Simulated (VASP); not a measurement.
# H (I4/mmm) in VASP: a series of runs

H is run at these levels: PBE, PBE+D3(BJ); tasks: relaxation of cell and atoms, single point.

Everything below comes from runs of VASP 6.6.1. Logs are shortened: lines on timing, memory, paths and dates and some standing lists are left out, and cuts for length are marked.

### Step 1. The cell of the first run

It takes space group I4/mmm (No. 139, tetragonal). The conventional cell has a = 3.383 Å, b = 3.383 Å, c = 4.117 Å, α = 90.00°, β = 90.00°, γ = 90.00°. Within 1.0 Å of H (site symmetry 4mm) lie 1 H at 0.74 Å.

### Step 2. Relaxation of cell and atoms, PBE, target pressure 20 GPa, at which the enthalpy is minimised

Input file INCAR:

```
  PREC = Accurate
  ENCUT = 600
  EDIFF = 1E-6
  ISMEAR = -1
  SIGMA = 0.05
  LREAL = False
  LASPH = True
  NELM = 100
  ALGO = Normal
  ISIF = 3
  LWAVE = False
  LCHARG = False
  GGA = PE
  IBRION = 2
  NSW = 60
  EDIFFG = -0.01
  PSTRESS = 200.0
```

Input file KPOINTS:

```
regular mesh
0
Gamma
  11 11 11
```

Input file POSCAR:

```
H
1.0
   -1.6915344700      1.6915344700      2.0584739900
    1.6915344700     -1.6915344700      2.0584739900
    1.6915344700      1.6915344700     -2.0584739900
H
2
Direct
    0.0901377100      0.0901377100      0.0000000000
    0.9098622900      0.9098622900      0.0000000000
```

Potentials or basis: VASP PAW PBE potentials, release 64 (H).

Command:

```sh
$ cat potpaw_PBE.64/H/POTCAR > POTCAR
$ mpirun -np 1 vasp_std > vasp.out
```

OUTCAR:

```text
PREC = Accurate
   ENCUT = 600
   EDIFF = 1E-6
   ISMEAR = -1
   LREAL = False
   LASPH = True
   NELM = 100
   ISIF = 3
   GGA = PE
   IBRION = 2
   NSW = 60
   EDIFFG = -0.01
   PSTRESS = 200.0

 ion  position               nearest neighbor table
   1  0.090  0.090  0.000-   2 0.74
   2  0.910  0.910  0.000-   1 0.74

  LATTYP: Found a body centered tetragonal cell.
 ALAT       =     3.3830689400
 C/A-ratio  =     1.2169270130

  Lattice vectors:

 A1 = (  -1.6915344700,   1.6915344700,   2.0584739900)
 A2 = (   1.6915344700,  -1.6915344700,   2.0584739900)
 A3 = (   1.6915344700,   1.6915344700,  -2.0584739900)

Analysis of symmetry for initial positions (statically):
=====================================================================
 Subroutine PRICEL returns:
 Original cell was already a primitive cell.

 Routine SETGRP: Setting up the symmetry group for a
 body centered tetragonal supercell.

 Subroutine GETGRP returns: Found 16 space group operations
 (whereof 16 operations were pure point group operations)
 out of a pool of 16 trial point group operations.

The static configuration has the point symmetry D_4h.

Analysis of symmetry for dynamics (positions and initial velocities):
=====================================================================
 Subroutine PRICEL returns:
 Original cell was already a primitive cell.

 Routine SETGRP: Setting up the symmetry group for a
 body centered tetragonal supercell.

 Subroutine GETGRP returns: Found 16 space group operations
 (whereof 16 operations were pure point group operations)
 out of a pool of 16 trial point group operations.

The dynamic configuration has the point symmetry D_4h.

 Subroutine INISYM returns: Found 16 space group operations
 (whereof 16 operations are pure point group operations),
 and found     1 'primitive' translations

----------------------------------------------------------------------------------------

                                     Primitive cell

  volume of cell :      23.5596

  direct lattice vectors                    reciprocal lattice vectors
    -1.691534470  1.691534470  2.058473990     0.000000000  0.295589602  0.242898381
     1.691534470 -1.691534470  2.058473990     0.295589602  0.000000000  0.242898381
     1.691534470  1.691534470 -2.058473990     0.295589602  0.295589602  0.000000000

  length of vectors
     3.155929799  3.155929799  3.155929799     0.382587031  0.382587031  0.418026823

[... 101 lines left out ...]
  volume/ion in A,a.u.               =      11.78        79.49
  Fermi-wavevector in a.u.,A,eV,Ry     =   0.719497  1.359653  7.043413  0.517676
  Thomas-Fermi vector in A             =   1.808708
   LORBIT       =      0    0 simple, 1 ext, 2 COOP (PROOUT), +10 PAW based schemes
   GGA     = PE    functional components
   LHFCALC =     F    Hartree Fock is set to
   AEXX    =    0.0000 exact exchange contribution
   IVDW    =     0    specifies the selected vdW correction
   LEPSILON=     F    determine dielectric tensor
   LRPA    =     F    only Hartree local field effects (RPA)
 conjugate gradient relaxation of ions
 non-spin polarized calculation
  energy-cutoff  :      600.00
  volume of cell :       23.56
 maximum number of plane-waves:       801
 NGX is ok and might be reduce to    28
   NGX = 13   NGY = 13   NGZ = 13

--------------------------------------- Ionic step        1  -------------------------------------------

 number of electron       2.0000001 magnetization

 Free energy of the ion-electron system (eV)
  ---------------------------------------------------
  ext. energy  EPLUGINS =         0.00000000
  ---------------------------------------------------
  free energy    TOTEN  =        -6.78292936 eV

  energy without entropy =       -6.78292936  energy(sigma->0) =       -6.78292936

------------------------ aborting loop because EDIFF is reached ----------------------------------------

  FORCE on cell =-STRESS in cart. coord.  units (eV):
  Direction    XX          YY          ZZ          XY          YZ          ZX
  --------------------------------------------------------------------------------------
  -------------------------------------------------------------------------------------
  Total        0.0471220      0.0471220      0.2429112      0.0000000      0.0000000      0.0000000
  in kB        3.2045490      3.2045490     16.5192799      0.0000000      0.0000000      0.0000000
  external PRESSURE =    -192.3572074 kB  Pullay stress =     200.0000000 kB
[... 97 lines left out ...]
  energy  without entropy=       -6.6261709130  energy(sigma->0) =       -6.62617091

  enthalpy is  TOTEN    =        -4.8304422017 eV   P V=        1.7957287114

[... ionic steps 4 to 48 ...]

--------------------------------------- Ionic step       49  -------------------------------------------

 number of electron       2.0000000 magnetization

------------------------ aborting loop because EDIFF is reached ----------------------------------------
[... 71 lines left out ...]
--------------------------------------- Ionic step       51  -------------------------------------------

 number of electron       2.0000000 magnetization

 Free energy of the ion-electron system (eV)
  ---------------------------------------------------
  ext. energy  EPLUGINS =         0.00000000
  ---------------------------------------------------
  free energy    TOTEN  =        -6.37029031 eV

  energy without entropy =       -6.37029031  energy(sigma->0) =       -6.37029031

 E-fermi :  -2.2209     XC(G=0):  -8.8659

 val. band max:       -3.1523146593   @ k =  -0.4545   0.4545   0.4545
 cond. band min:       3.1516389950   @ k =   0.4545   0.0909  -0.0000
 fundamental gap:      6.3039536543
 Fermi energy:        -2.2208661145

 k-point     1 :       0.0000    0.0000    0.0000
  band No.  band energies     occupation
      1     -12.7470      2.00000
      2      21.6760      0.00000
      3      21.8983      0.00000
      4      34.0298      0.00000
      5      34.0298      0.00000
[... 177 lines left out ...]
 k-point    24 :      -0.1818    0.1818    0.0000
  band No.  band energies     occupation
      1     -11.1383      2.00000
      2      17.1245      0.00000
      3      18.3619      0.00000
      4      27.4165      0.00000
      5      28.0432      0.00000

 [... further k-points ...]

------------------------ aborting loop because EDIFF is reached ----------------------------------------

  FORCE on cell =-STRESS in cart. coord.  units (eV):
  Direction    XX          YY          ZZ          XY          YZ          ZX
  --------------------------------------------------------------------------------------
  -------------------------------------------------------------------------------------
  Total        1.0519297      1.0519297      1.0572685      0.0000000      0.0000000      0.0000000
  in kB      202.1381664    202.1381664    203.1640738      0.0000000      0.0000000      0.0000000
  external PRESSURE =       2.4801355 kB  Pullay stress =     200.0000000 kB
[... 21 lines left out ...]
  energy  without entropy=       -6.3702903138  energy(sigma->0) =       -6.37029031

  enthalpy is  TOTEN    =        -5.3294876543 eV   P V=        1.0408026595

 reached required accuracy - stopping structural energy minimisation
```

Wall time 4.4 min (1 thread of Intel Xeon Platinum 8259CL at 2.50GHz (Skylake/Cascade Lake), shared host); peak memory 0.16 GiB.

Results:

```
Free energy                                            : -6.3703 eV
Relaxed volume                                         : 4.17 Å³/atom
Relaxed cell                                           : a = 2.275 Å, b = 2.275 Å, c = 2.275 Å, α = 119.90°, β = 119.90°, γ = 90.17°
Space group after relaxing (to 0.05 Å)                 : I4/mmm (No. 139)
Energy change on relaxing (the enthalpy is what falls) : +206.3 meV/atom
Ionic steps                                            : 51
Pressure after relaxing                                : 20.2 GPa
Largest force after relaxing                           : 0.004 eV/Å
Band gap on the k mesh                                 : 6.30 eV, indirect (least direct gap 6.67 eV)
```

Forces on the atoms (eV/Å):
```
H    0.000  0.000  0.004
H    0.000  0.000 -0.004
```

Stress tensor (GPa, compression positive):
```
20.21  0.00  0.00
 0.00 20.21  0.00
 0.00  0.00 20.32
```

The path:
| step | energy change (eV) | largest force (eV/Å) | pressure (GPa) | volume (Å³) |
| --- | --- | --- | --- | --- |
| 1 | 0.0000 | 0.2568 | 0.76 | 23.56 |
| 3 | 0.1568 | 2.7168 | 10.08 | 14.39 |
| 5 | 0.5355 | 5.6195 | 30.57 | 9.82 |
| 7 | 0.4493 | 1.2136 | 26.37 | 8.23 |
| 9 | 0.4854 | 0.4517 | 26.32 | 7.86 |
| 11 | 0.4479 | 0.2822 | 23.40 | 8.11 |
| 13 | 0.4056 | 0.0789 | 20.08 | 8.43 |
| 15 | 0.4108 | 0.0265 | 19.93 | 8.38 |
| 17 | 0.4130 | 0.0131 | 20.07 | 8.37 |
| 19 | 0.4236 | 0.0385 | 20.97 | 8.28 |
| 21 | 0.4278 | 0.0601 | 21.31 | 8.24 |
| 23 | 0.4293 | 0.0254 | 21.17 | 8.23 |
| 25 | 0.4328 | 0.0555 | 21.02 | 8.20 |
| 27 | 0.4331 | 0.0443 | 21.17 | 8.20 |
| 29 | 0.4351 | 0.0225 | 21.61 | 8.17 |
| 31 | 0.4393 | 0.1074 | 22.22 | 8.14 |
| 33 | 0.4384 | 0.0584 | 21.40 | 8.14 |
| 35 | 0.4379 | 0.0090 | 21.71 | 8.14 |
| 37 | 0.4324 | 0.0302 | 21.19 | 8.19 |
| 39 | 0.4227 | 0.0244 | 20.66 | 8.26 |
| 41 | 0.4181 | 0.0215 | 20.60 | 8.30 |
| 43 | 0.4126 | 0.0105 | 20.10 | 8.34 |
| 45 | 0.4128 | 0.0177 | 20.11 | 8.34 |
| 47 | 0.4139 | 0.0185 | 20.18 | 8.33 |
| 49 | 0.4142 | 0.0647 | 20.56 | 8.33 |
| 51 | 0.4126 | 0.0037 | 20.25 | 8.34 |

Final structure:
```
H
1.0
    -1.13919    1.13919    1.60619
     1.13919   -1.13919    1.60619
     1.13919    1.13919   -1.60619
H
2
Cartesian
  0.0000 0.0000 0.3699
  0.0000 0.0000 2.8425
```

Caveat: the cell is relaxed towards a set pressure, so the enthalpy falls and the energy may rise; the volume moved by over 15 % at a fixed basis, so the end points are rough. A k mesh can miss the band edges.

### Step 3. Relaxation of cell and atoms, PBE, target pressure 30 GPa, at which the enthalpy is minimised

Input file INCAR:

```
ALGO = Normal
EDIFF = 1E-6
EDIFFG = -0.01
ENCUT = 600
GGA = PE
IBRION = 2
ISIF = 3
ISMEAR = -1
LASPH = True
LCHARG = False
LREAL = False
LWAVE = False
NELM = 80
NSW = 60
PREC = Accurate
PSTRESS = 300.0
SIGMA = 0.05
```

Input file KPOINTS:

```
k-points
0
Gamma
  11 11 11
```

POSCAR is that of step 2.

Potentials or basis: VASP PAW PBE potentials, release 64 (H).

Command:

```sh
$ cat potpaw_PBE.64/H/POTCAR > POTCAR
$ mpirun -np 1 vasp_std > vasp.out
```

OUTCAR:

```text
EDIFF = 1E-6
   EDIFFG = -0.01
   ENCUT = 600
   GGA = PE
   IBRION = 2
   ISIF = 3
   ISMEAR = -1
   LASPH = True
   LREAL = False
   NELM = 80
   NSW = 60
   PREC = Accurate
   PSTRESS = 300.0

 ion  position               nearest neighbor table
   1  0.090  0.090  0.000-   2 0.74
   2  0.910  0.910  0.000-   1 0.74

  LATTYP: Found a body centered tetragonal cell.
 ALAT       =     3.3830689400
 C/A-ratio  =     1.2169270130

  Lattice vectors:

 A1 = (  -1.6915344700,   1.6915344700,   2.0584739900)
 A2 = (   1.6915344700,  -1.6915344700,   2.0584739900)
 A3 = (   1.6915344700,   1.6915344700,  -2.0584739900)

Analysis of symmetry for initial positions (statically):
=====================================================================
 Subroutine PRICEL returns:
 Original cell was already a primitive cell.

 Routine SETGRP: Setting up the symmetry group for a
 body centered tetragonal supercell.

 Subroutine GETGRP returns: Found 16 space group operations
 (whereof 16 operations were pure point group operations)
 out of a pool of 16 trial point group operations.

The static configuration has the point symmetry D_4h.

[... 169 lines left out ...]
  Total        0.0471220      0.0471220      0.2429112      0.0000000      0.0000000      0.0000000
  in kB        3.2045490      3.2045490     16.5192799      0.0000000      0.0000000      0.0000000
  external PRESSURE =    -292.3572074 kB  Pullay stress =     300.0000000 kB
[... 97 lines left out ...]
  energy  without entropy=       -6.4451656417  energy(sigma->0) =       -6.44516564

  enthalpy is  TOTEN    =        -4.0656166758 eV   P V=        2.3795489659

 E-fermi :   0.2550     XC(G=0):  -9.5971

 val. band max:       -0.7744956578   @ k =  -0.4545   0.4545   0.4545
 cond. band min:       3.7539620006   @ k =   0.4545   0.0909  -0.0000
 fundamental gap:      4.5284576584
 Fermi energy:         0.2549836829

 k-point     1 :       0.0000    0.0000    0.0000
  band No.  band energies     occupation
      1     -13.4134      2.00000
      2      25.8579      0.00000
      3      26.3968      0.00000
      4      39.5634      0.00000
      5      39.5634      0.00000
[... 177 lines left out ...]
 k-point    24 :      -0.1818    0.1818    0.0000
  band No.  band energies     occupation
      1     -11.6454      2.00000
      2      20.9902      0.00000
      3      21.9868      0.00000
      4      32.6475      0.00000
      5      34.0044      0.00000

 [... further k-points ...]

[... ionic steps 4 to 44 ...]

--------------------------------------- Ionic step       45  -------------------------------------------

 number of electron       2.0000000 magnetization

------------------------ aborting loop because EDIFF is reached ----------------------------------------
[... 71 lines left out ...]
--------------------------------------- Ionic step       47  -------------------------------------------

 number of electron       2.0000000 magnetization

 Free energy of the ion-electron system (eV)
  ---------------------------------------------------
  ext. energy  EPLUGINS =         0.00000000
  ---------------------------------------------------
  free energy    TOTEN  =        -6.20792783 eV

  energy without entropy =       -6.20792783  energy(sigma->0) =       -6.20792783

 E-fermi :  -0.9929     XC(G=0):  -9.4128

 val. band max:       -2.0323844862   @ k =  -0.4545   0.4545   0.4545
 cond. band min:       3.6383496091   @ k =   0.4545   0.0909  -0.0000
 fundamental gap:      5.6707340953
 Fermi energy:        -0.9928995710

 k-point     1 :       0.0000    0.0000    0.0000
  band No.  band energies     occupation
      1     -13.2000      2.00000
      2      24.5923      0.00000
      3      25.1814      0.00000
      4      37.7275      0.00000
      5      37.7275      0.00000
[... 217 lines left out ...]
  energy  without entropy=       -6.2079278317  energy(sigma->0) =       -6.20792783

  enthalpy is  TOTEN    =        -4.8438660574 eV   P V=        1.3640617743

 reached required accuracy - stopping structural energy minimisation
```

CONTCAR:

```text
H
   1.00000000000000
    -1.0865383212884885    1.0865383212884885    1.5426708695366189
     1.0865383212884885   -1.0865383212884885    1.5426708695366189
     1.0865383212884885    1.0865383212884885   -1.5426708695366189
  H
     2
Direct
     0.1195285267547419    0.1195285267547419    0.0000000000000000
     0.8804714732452579    0.8804714732452579    0.0000000000000000

  0.00000000E+00  0.00000000E+00  0.00000000E+00
  0.00000000E+00  0.00000000E+00  0.00000000E+00
```

Run time: 3.5 min. Hardware: 1 thread of Intel Xeon Platinum 8259CL at 2.50GHz (Skylake/Cascade Lake), shared host; peak memory 0.16 GiB.

Results:

```yaml
Free_energy: -6.2079 eV
Relaxed_volume: 3.64 Å³/atom
Relaxed_cell: a = 2.177 Å, b = 2.177 Å, c = 2.177 Å, α = 120.13°, β = 120.13°, γ = 89.77°
Space_group_after_relaxing_to_0.05_Å: I4/mmm (No. 139)
Energy_change_on_relaxing_the_enthalpy_is_what_falls: +287.5 meV/atom
Ionic_steps: 47
Pressure_after_relaxing: 30.0 GPa
Band_gap_on_the_k_mesh: 5.67 eV, indirect (least direct gap 6.00 eV)
```

Step by step:
```
step  energy change (eV)  largest force (eV/Å)  pressure (GPa)  volume (Å³)
   1              0.0000                0.2568            0.76        23.56
   3              0.3378                4.9100           18.10        12.71
   5              0.7961                8.4314           40.56         9.49
   7              0.5985                1.9365           37.56         7.42
   9              0.6790                0.6543           39.71         6.84
  11              0.6143                0.3648           34.20         7.12
  13              0.5654                0.1335           30.01         7.37
  15              0.5761                0.0302           29.91         7.31
  17              0.5787                0.0158           30.10         7.29
  19              0.5905                0.0422           31.21         7.23
  21              0.6073                0.1189           32.67         7.14
  23              0.6106                0.0678           32.66         7.12
  25              0.6174                0.0301           32.62         7.08
  27              0.6137                0.0404           32.36         7.10
  29              0.5973                0.0819           31.06         7.18
  31              0.5733                0.0239           29.83         7.30
  33              0.5715                0.0210           29.95         7.31
  35              0.5653                0.0384           29.63         7.34
  37              0.5609                0.0527           29.43         7.36
  39              0.5602                0.0204           29.00         7.37
  41              0.5651                0.0199           29.33         7.34
  43              0.5746                0.0156           29.88         7.29
  45              0.5750                0.0175           29.97         7.28
  47              0.5750                0.0001           30.05         7.28
```

Final structure:
```cif
data_structure
_symmetry_space_group_name_H-M 'P 1'
_symmetry_Int_Tables_number 1
_cell_length_a 2.1774
_cell_length_b 2.1774
_cell_length_c 2.1774
_cell_angle_alpha 120.131
_cell_angle_beta 120.131
_cell_angle_gamma 89.774
_cell_volume 7.28
loop_
_atom_site_label
_atom_site_type_symbol
_atom_site_fract_x
_atom_site_fract_y
_atom_site_fract_z
_atom_site_occupancy
H1 H 0.11953 0.11953 0.00000 1
H2 H 0.88047 0.88047 0.00000 1
```

Caveat: the cell is relaxed towards a set pressure, so the enthalpy falls and the energy may rise; the volume moved by over 15 % at a fixed basis, so the end points are rough.

### Step 4. Single point, PBE+D3(BJ)

Input file INCAR:

```
SYSTEM = H
  ALGO = Normal
  EDIFF = 1E-6
  ENCUT = 520
  GGA = PE
  ISIF = 2
  ISMEAR = -1
  IVDW = 12
  LASPH = .True.
  LCHARG = .False.
  LREAL = .False.
  LWAVE = .False.
  NBANDS = 8
  NELM = 100
  PREC = Accurate
  SIGMA = 0.05
```

Input file KPOINTS:

```
k-points
0
Gamma
  11 11 11
  0 0 0
```

POSCAR is that of step 3.

Command:

```sh
$ cat potpaw_PBE.64/H/POTCAR > POTCAR
$ mpirun -np 1 vasp_std > vasp.out
```

It took 25 s on 1 thread of Intel Xeon 6975P-C, shared host; peak memory 0.15 GiB.

The run converged. Its results:

```
Free energy                : -6.8199 eV
Pressure                   : 0.3 GPa
Largest force              : 0.283 eV/Å
Band gap on the k mesh     : 9.05 eV, indirect (least direct gap 9.84 eV)
Dispersion energy per atom : -0.019 eV
```

Forces in eV/Å, atoms in the order of the input:
```
H    0.000  0.000  0.283
H    0.000  0.000 -0.283
```

Stress tensor (GPa, compression positive):
```
-0.13  0.00  0.00
 0.00 -0.13  0.00
 0.00  0.00  1.29
```

Levels at points of the mesh, in eV from the valence-band top:
```csv
k point,band 1,band 2,band 3,band 4,band 5
"(0.00, 0.00, 0.00)",-2.34,13.62,17.11,23.56,23.56
```

Caveat: three body term missing. A k mesh can miss the band edges.

### Step 5. Overview

```tsv
task	level	cell	cutoff (eV)	gap on the mesh (eV)	pressure (GPa)
relaxation of cell and atoms	PBE	relaxed to 20 GPa	600	6.30	20.2
relaxation of cell and atoms	PBE	relaxed to 30 GPa	600	5.67	30.0
single point	PBE+D3(BJ)	as given	520	9.05	0.3
```

Alike in all rows: potentials or basis VASP PAW PBE potentials, release 64 (H); no spin polarisation; k mesh 11 × 11 × 11; smearing fermi-dirac 0.05 eV.

Caveats: the cell is relaxed towards a set pressure, so the enthalpy falls and the energy may rise (some runs); the volume moved by over 15 % at a fixed basis, so the end points are rough (some runs); three body term missing (some runs).

Total energies depend on the potentials used, so only differences within one code and one set of settings carry meaning.
